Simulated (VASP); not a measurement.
Input of a VASP 6.6.1 run:

POSCAR

```
Sb
1.0
   -1.9190974515      1.9190974515      1.9190974515
    1.9190974515     -1.9190974515      1.9190974515
    1.9190974515      1.9190974515     -1.9190974515
Sb
1
Direct
    0.0000000000      0.0000000000      0.0000000000
```

The input INCAR.step1:

```
SYSTEM = Sb
PREC = Accurate ; ENCUT = 400
EDIFF = 1E-5 ; ISMEAR = -1
SIGMA = 0.05 ; LREAL = .FALSE.
LASPH = .TRUE. ; NELM = 120
ALGO = Normal ; ISIF = 2
LWAVE = .TRUE. ; LCHARG = .FALSE.
GGA = PE ; NBANDS = 14
GGA_COMPAT = .FALSE.
```

Contents of INCAR.step2:

```
SYSTEM = Sb
PREC = Accurate ; ENCUT = 400
EDIFF = 1E-6 ; ISMEAR = -1
SIGMA = 0.05 ; LREAL = .FALSE.
LASPH = .TRUE. ; NELM = 120
ALGO = Normal ; ISIF = 2
LWAVE = .FALSE. ; LCHARG = .FALSE.
GGA = B3 ; LHFCALC = .TRUE.
AEXX = 0.2 ; AGGAX = 0.72
AGGAC = 0.81 ; ALDAC = 0.19
PRECFOCK = Normal ; ISTART = 1
NBANDS = 14 ; GGA_COMPAT = .FALSE.
```

KPOINTS

```
Automatic mesh
0
G
  5 5 5
  0 0 0
```

Potentials or basis: VASP PAW PBE potentials, release 64 (Sb_d_GW).

The run is started by

```bash
$ cat potpaw_PBE.64/Sb_d_GW/POTCAR > POTCAR
$ cp INCAR.step1 INCAR
$ mpirun -np 1 vasp_std > vasp.out
$ cp INCAR.step2 INCAR
$ mpirun -np 1 vasp_std > vasp.out
```

Q: What does it give for the pressure?

A: -0.3 GPa.

Q: What does it give for the band gap on the k mesh?

A: Zero (an odd number of electrons rules out a gap without spin polarisation).

Caveat: the k points lie up to 0.46 Å⁻¹ apart, too coarse for converged energies and pressures of a metal; the PAW data sets were made with another functional, which shifts forces and pressure a little; spin-orbit coupling is left out, which moves the levels of the heavy elements.
